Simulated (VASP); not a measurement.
Here is a VASP 6.6.1 calculation.

The input INCAR:

```
PREC = Accurate
ENCUT = 520
EDIFF = 1E-8
ISMEAR = -1
SIGMA = 0.1
LREAL = False
LASPH = True
NELM = 100
ALGO = Normal
ISIF = 2
LWAVE = False
LCHARG = False
NBANDS = 16
IBRION = 8
NSW = 1
```

Contents of KPOINTS:

```
Automatic mesh
0
Gamma
  8 8 8
```

The input POSCAR:

```
Si2Ni
1.0
    0.0000000000      2.7008820287      2.7008820287
    2.7008820287      0.0000000000      2.7008820287
    2.7008820287      2.7008820287      0.0000000000
Si Ni
2 1
Direct
    0.2500000000      0.2500000000      0.2500000000
    0.7500000000      0.7500000000      0.7500000000
    0.0000000000      0.0000000000      0.0000000000
```

Potentials or basis: VASP PAW LDA potentials, release 64 (Si, Ni).

The run is started by

```bash
$ cat potpaw_LDA.64/Si/POTCAR potpaw_LDA.64/Ni/POTCAR > POTCAR
$ mpirun -np 1 vasp_std > vasp.out
```

Question: Predict the highest phonon frequency at Γ, LO-TO splitting left out.

Answer: 305 cm⁻¹.

Phonon frequencies in cm⁻¹ (negative: imaginary):
```
              q point                    frequencies
(0.000, 0.000, 0.000)  0 0 0 298 298 298 305 305 305
```

Caveat: the cell wasn't relaxed at this level first, which shifts response properties. Spin polarisation is off, so any magnetic state and its effect on volume and gap are missing.
